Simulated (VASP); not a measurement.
# RbCl (Fm-3m) in VASP: single point with PBE+D3(BJ)

Aim: the single point of RbCl with PBE+D3(BJ).

Program: VASP 6.6.1. These are calculated values, not measurements. Logs are shortened: lines on timing, memory, paths and dates and some standing lists are left out, and cuts for length are marked.

## (1) The cell of the first run

It takes space group Fm-3m (No. 225, cubic). The conventional cell has a = 6.587 Å, b = 6.587 Å, c = 6.587 Å, α = 90.00°, β = 90.00°, γ = 90.00°. Rb (site symmetry m-3m) has 6 Cl at 3.29 Å within 4.3 Å. Within 4.3 Å of Cl (site symmetry m-3m) lie 6 Rb at 3.29 Å.

## (2) Single point, PBE+D3(BJ)

INCAR reads:

```
SYSTEM = RbCl
PREC = Accurate
ENCUT = 500
EDIFF = 1E-6
ISMEAR = 0
SIGMA = 0.02
LREAL = .False.
LASPH = .True.
NELM = 120
ALGO = Normal
ISIF = 2
LWAVE = .False.
LCHARG = .False.
GGA = PE
IVDW = 12
NBANDS = 15
GGA_COMPAT = .False.
```

KPOINTS reads:

```
Automatic mesh
0
Gamma
  6 6 6
  0 0 0
```

POSCAR reads:

```
RbCl
1.0
    0.0000000000      3.2936091412      3.2936091412
    3.2936091412      0.0000000000      3.2936091412
    3.2936091412      3.2936091412      0.0000000000
Rb Cl
1 1
Direct
    0.0000000000      0.0000000000      0.0000000000
    0.5000000000      0.5000000000      0.5000000000
```

Potentials or basis: VASP PAW PBE potentials, release 64 (Rb_sv, Cl).

Command:

```sh
$ cat potpaw_PBE.64/Rb_sv/POTCAR potpaw_PBE.64/Cl/POTCAR > POTCAR
$ mpirun -np 1 vasp_std > vasp.out
```

OUTCAR:

```text
SYSTEM = RbCl
   PREC = Accurate
   ENCUT = 500
   EDIFF = 1E-6
   ISMEAR = 0
   LREAL = .False.
   LASPH = .True.
   NELM = 120
   ISIF = 2
   GGA = PE
   IVDW = 12
 IVDW          = 12

 ion  position               nearest neighbor table
   1  0.000  0.000  0.000-   2 3.29   2 3.29   2 3.29   2 3.29   2 3.29   2 3.29
   2  0.500  0.500  0.500-   1 3.29   1 3.29   1 3.29   1 3.29   1 3.29   1 3.29

  LATTYP: Found a face centered cubic cell.
 ALAT       =     6.5872182824

  Lattice vectors:

 A1 = (   0.0000000000,   3.2936091412,   3.2936091412)
 A2 = (   3.2936091412,   0.0000000000,   3.2936091412)
 A3 = (   3.2936091412,   3.2936091412,   0.0000000000)

Analysis of symmetry for initial positions (statically):
=====================================================================
 Subroutine PRICEL returns:
 Original cell was already a primitive cell.

 Routine SETGRP: Setting up the symmetry group for a
 face centered cubic supercell.

 Subroutine GETGRP returns: Found 48 space group operations
 (whereof 48 operations were pure point group operations)
 out of a pool of 48 trial point group operations.

The static configuration has the point symmetry O_h .

Analysis of symmetry for dynamics (positions and initial velocities):
=====================================================================
 Subroutine PRICEL returns:
 Original cell was already a primitive cell.

 Routine SETGRP: Setting up the symmetry group for a
 face centered cubic supercell.

 Subroutine GETGRP returns: Found 48 space group operations
 (whereof 48 operations were pure point group operations)
 out of a pool of 48 trial point group operations.

The dynamic configuration has the point symmetry O_h .

 Subroutine INISYM returns: Found 48 space group operations
 (whereof 48 operations are pure point group operations),
 and found     1 'primitive' translations

----------------------------------------------------------------------------------------

                                     Primitive cell

  volume of cell :      71.4572

  direct lattice vectors                    reciprocal lattice vectors
     0.000000000  3.293609141  3.293609141    -0.151809149  0.151809149  0.151809149
     3.293609141  0.000000000  3.293609141     0.151809149 -0.151809149  0.151809149
     3.293609141  3.293609141  0.000000000     0.151809149  0.151809149 -0.151809149

  length of vectors
     4.657866717  4.657866717  4.657866717     0.262941159  0.262941159  0.262941159

  position of ions in fractional coordinates (direct lattice)
     0.000000000  0.000000000  0.000000000
     0.500000000  0.500000000  0.500000000

  ion indices of the primitive-cell ions
   primitive index   ion index
                 1           1
                 2           2

----------------------------------------------------------------------------------------

 KPOINTS: Automatic mesh

Automatic generation of k-mesh.
 Grid dimensions read from file:
 generate k-points for:    6    6    6

 Generating k-lattice:

  Cartesian coordinates                     Fractional coordinates (reciprocal lattice)
    -0.025301525  0.025301525  0.025301525     0.166666667  0.000000000  0.000000000
     0.025301525 -0.025301525  0.025301525     0.000000000  0.166666667  0.000000000
     0.025301525  0.025301525 -0.025301525     0.000000000  0.000000000  0.166666667

  Length of vectors
     0.043823526  0.043823526  0.043823526

  Shift w.r.t. Gamma in fractional coordinates (k-lattice)
     0.000000000  0.000000000  0.000000000

 Subroutine IBZKPT returns following result:
 ===========================================

 Found     16 irreducible k-points:

 Following reciprocal coordinates:
            Coordinates               Weight
  0.000000  0.000000  0.000000      1.000000
  0.166667  0.000000  0.000000      8.000000
  0.333333  0.000000  0.000000      8.000000
  0.500000  0.000000  0.000000      4.000000
  0.166667  0.166667  0.000000      6.000000
  0.333333  0.166667  0.000000     24.000000
[... 8 lines left out ...]
 -0.333333  0.333333  0.166667     24.000000
 -0.333333  0.500000  0.166667     12.000000
   k-points           NKPTS =     16   k-points in BZ     NKDIM =     16   number of bands    NBANDS=     15
   number of dos      NEDOS =    301   number of ions     NIONS =      2
   total plane-waves  NPLWV =  46656
   dimension x,y,z NGX =    36 NGY =   36 NGZ =   36
   dimension x,y,z NGXF=    72 NGYF=   72 NGZF=   72
   ions per type =               1   1
   NGX,Y,Z   is equivalent  to a cutoff of  12.85, 12.85, 12.85 a.u.
   NGXF,Y,Z  is equivalent  to a cutoff of  25.70, 25.70, 25.70 a.u.
 SYSTEM =  RbCl
   PREC   = accura    normal or accurate (medium, high low for compatibility)
   ISTART =      0    job   : 0-new  1-cont  2-samecut
   ICHARG =      2    charge: 1-file 2-atom 10-const
   ISPIN  =      1    spin polarized calculation?
   LNONCOLLINEAR =      F non collinear calculations
   LSORBIT =      F    spin-orbit coupling
   LASPH  =      T    aspherical Exc in radial PAW
   ENCUT  =  500.0 eV  36.75 Ry    6.06 a.u.   8.49  8.49  8.49*2*pi/ulx,y,z
   NELM   =    120;   NELMIN=  2; NELMDL= -5     # of ELM steps
   EDIFF  = 0.1E-05   stopping-criterion for ELM
   LREAL  =      F    real-space projection
   EDIFFG = 0.1E-04   stopping-criterion for IOM
   NSW    =      0    number of steps for IOM
   IBRION =     -1    ionic relax: 0-MD 1-quasi-New 2-CG
   NFREE  =      0    steps in history (QN), initial steepest desc. (CG)
   ISIF   =      2    stress and relaxation
   ISYM   =      2    0-nonsym 1-usesym 2-fastsym
   POTIM  = 0.5000    time-step for ionic-motion
   TEBEG  =    0.0;   TEEND  =   0.0 temperature during run
   PSTRESS=    0.0 pullay stress
   NELECT =      16.0000    total number of electrons
   NUPDOWN=      -1.0000    fix difference up-down
   EMIN   =  10.00;   EMAX   =-10.00  energy-range for DOS
   EFERMI =   0.00;   METHOD = LEGACY
   ISMEAR =     0;   SIGMA  =   0.02  broadening in eV -4-tet -1-fermi 0-gaus
   EFERMI_NEDOS =   21; number of points for ismear=-14 and -15
   IALGO  =     38    algorithm
   IMIX   =      4    mixing-type and parameters
     AMIX     =   0.40;   BMIX     =  1.00
     AMIX_MAG =   1.60;   BMIX_MAG =  1.00
  volume/ion in A,a.u.               =      35.73       241.11
  Fermi-wavevector in a.u.,A,eV,Ry     =   0.994106  1.878588 13.445918  0.988247
  Thomas-Fermi vector in A             =   2.126034
   LORBIT       =      0    0 simple, 1 ext, 2 COOP (PROOUT), +10 PAW based schemes
   GGA     = PE    functional components
   LHFCALC =     F    Hartree Fock is set to
   AEXX    =    0.0000 exact exchange contribution
   IVDW    =    12    specifies the selected vdW correction
   LEPSILON=     F    determine dielectric tensor
   LRPA    =     F    only Hartree local field effects (RPA)
 non-spin polarized calculation
 Gauss-broadening in eV      SIGMA  =   0.02
  energy-cutoff  :      500.00
  volume of cell :       71.46
 maximum number of plane-waves:      1837
 NGX is ok and might be reduce to    36
   NGX = 17   NGY = 17   NGZ = 17

 number of electron      16.0000002 magnetization

 Free energy of the ion-electron system (eV)
  ---------------------------------------------------
  ext. energy  EPLUGINS =         0.00000000
  ---------------------------------------------------
  free energy    TOTEN  =        -6.66616020 eV

  energy without entropy =       -6.66616020  energy(sigma->0) =       -6.66616020

 E-fermi :  -1.7572     XC(G=0):  -7.3410

 val. band max:       -1.8881700948   @ k =   0.0000   0.0000   0.0000
 cond. band min:       3.1008631279   @ k =   0.0000   0.0000   0.0000
 fundamental gap:      4.9890332226
 Fermi energy:        -1.7571963155

 k-point     1 :       0.0000    0.0000    0.0000
  band No.  band energies     occupation
      1     -25.8170      2.00000
      2     -13.8839      2.00000
      3      -9.8659      2.00000
      4      -9.8659      2.00000
      5      -9.8659      2.00000
      6      -1.8882      2.00000
      7      -1.8882      2.00000
      8      -1.8882      2.00000
      9       3.1009      0.00000
     10       6.1040      0.00000
     11       6.1040      0.00000
     12       6.1040      0.00000
     13       7.0856      0.00000
     14       7.0856      0.00000
     15      10.2119      0.00000

 k-point     2 :       0.1667    0.0000    0.0000
  band No.  band energies     occupation
      1     -25.8131      2.00000
      2     -13.8994      2.00000
      3      -9.8690      2.00000
      4      -9.8690      2.00000
      5      -9.8592      2.00000
      6      -2.1428      2.00000
      7      -1.9770      2.00000
      8      -1.9770      2.00000
      9       3.7194      0.00000
     10       5.9330      0.00000
     11       6.4478      0.00000
     12       6.4478      0.00000
     13       7.4904      0.00000
     14       7.4904      0.00000
     15      11.2661      0.00000

 k-point     3 :       0.3333    0.0000    0.0000
  band No.  band energies     occupation
      1     -25.8052      2.00000
      2     -13.9302      2.00000
      3      -9.8751      2.00000
      4      -9.8751      2.00000
      5      -9.8465      2.00000
      6      -2.5642      2.00000
      7      -2.1448      2.00000
      8      -2.1448      2.00000
      9       5.0541      0.00000
     10       5.9235      0.00000
     11       7.3958      0.00000
     12       7.3958      0.00000
     13       8.5179      0.00000
     14       8.5179      0.00000
     15      10.9411      0.00000

 k-point     4 :       0.5000    0.0000    0.0000
  band No.  band energies     occupation
      1     -25.8013      2.00000
      2     -13.9454      2.00000
      3      -9.8781      2.00000
      4      -9.8781      2.00000
      5      -9.8403      2.00000
      6      -2.7459      2.00000
      7      -2.2244      2.00000
      8      -2.2244      2.00000
      9       5.8529      0.00000
     10       6.0765      0.00000
     11       8.2534      0.00000
     12       8.2534      0.00000
     13       9.4688      0.00000
     14       9.4688      0.00000
     15      10.1222      0.00000
[... 163 lines left out ...]
 k-point    14 :       0.5000    0.3333    0.1667
  band No.  band energies     occupation
      1     -25.8003      2.00000
      2     -13.8946      2.00000
      3      -9.9759      2.00000
      4      -9.9511      2.00000
      5      -9.8710      2.00000
      6      -2.4578      2.00000
      7      -2.1696      2.00000
      8      -2.0463      2.00000
      9       5.2723      0.00000
     10       5.6302      0.00000
     11       7.7386      0.00000
     12       8.3587      0.00000
     13       8.6203      0.00000
     14       8.9014      0.00000
     15       9.8067      0.00000

 k-point    15 :      -0.3333    0.3333    0.1667
  band No.  band energies     occupation
      1     -25.7978      2.00000
      2     -13.8882      2.00000
      3     -10.0032      2.00000
      4      -9.9962      2.00000
      5      -9.8565      2.00000
      6      -2.4277      2.00000
      7      -2.1568      2.00000
      8      -2.1510      2.00000
      9       5.8116      0.00000
     10       5.8758      0.00000
     11       7.6446      0.00000
     12       7.7250      0.00000
     13       9.1115      0.00000
     14       9.7073      0.00000
     15      10.1341      0.00000

 k-point    16 :      -0.3333    0.5000    0.1667
  band No.  band energies     occupation
      1     -25.7967      2.00000
      2     -13.8604      2.00000
      3     -10.0818      2.00000
      4     -10.0045      2.00000
      5      -9.8824      2.00000
      6      -2.2456      2.00000
      7      -2.1737      2.00000
      8      -2.0668      2.00000
      9       5.0173      0.00000
     10       6.6645      0.00000
     11       6.9081      0.00000
     12       7.9485      0.00000
     13       8.9534      0.00000
     14       9.8549      0.00000
     15      10.3666      0.00000

------------------------ aborting loop because EDIFF is reached ----------------------------------------

 Edisp (eV)   -0.36256

 E8    (eV) :    -0.1739

  FORCE on cell =-STRESS in cart. coord.  units (eV):
  Direction    XX          YY          ZZ          XY          YZ          ZX
  --------------------------------------------------------------------------------------
  -------------------------------------------------------------------------------------
  Total       0.00131     0.00131     0.00131     0.00000     0.00000    -0.00000
  in kB       0.02932     0.02932     0.02932     0.00000     0.00000    -0.00000
  external pressure =        0.03 kB  Pullay stress =        0.00 kB

 VOLUME and BASIS-vectors are now :
 -----------------------------------------------------------------------------
  energy-cutoff  :      500.00
  volume of cell :       71.46
      direct lattice vectors                 reciprocal lattice vectors
     0.000000000  3.293609141  3.293609141    -0.151809149  0.151809149  0.151809149
     3.293609141  0.000000000  3.293609141     0.151809149 -0.151809149  0.151809149
     3.293609141  3.293609141  0.000000000     0.151809149  0.151809149 -0.151809149

 POSITION                                       TOTAL-FORCE (eV/Angst)
 -----------------------------------------------------------------------------------
      0.00000      0.00000      0.00000         0.000000      0.000000      0.000000
      3.29361      3.29361      3.29361        -0.000000     -0.000000     -0.000000
 -----------------------------------------------------------------------------------
    total drift:                                0.000000      0.000000      0.000000

  FREE ENERGIE OF THE ION-ELECTRON SYSTEM (eV)
  ---------------------------------------------------
  free  energy   TOTEN  =        -7.0287246048 eV

  energy  without entropy=       -7.0287246048  energy(sigma->0) =       -7.02872460
```

It took 35 s on 1 thread of AMD EPYC 7R13, shared host; peak memory 0.18 GiB.

What came out:

```yaml
Free_energy: -7.0287 eV
Pressure: 0.0 GPa
Band_gap_on_the_k_mesh: 4.99 eV, direct
Dispersion_energy_per_atom: -0.181 eV
```

Levels at points of the mesh, in eV from the valence-band top:
```tsv
k point	band 5	band 6	band 7	band 8	band 9	band 10	band 11	band 12
(0.00, 0.00, 0.00)	-7.98	0.00	0.00	0.00	4.99	7.99	7.99	7.99
(0.50, 0.00, 0.00)	-7.95	-0.86	-0.34	-0.34	7.74	7.96	10.14	10.14
(0.50, 0.50, 0.00)	-8.08	-0.32	-0.10	-0.10	6.21	8.05	9.70	10.07
```
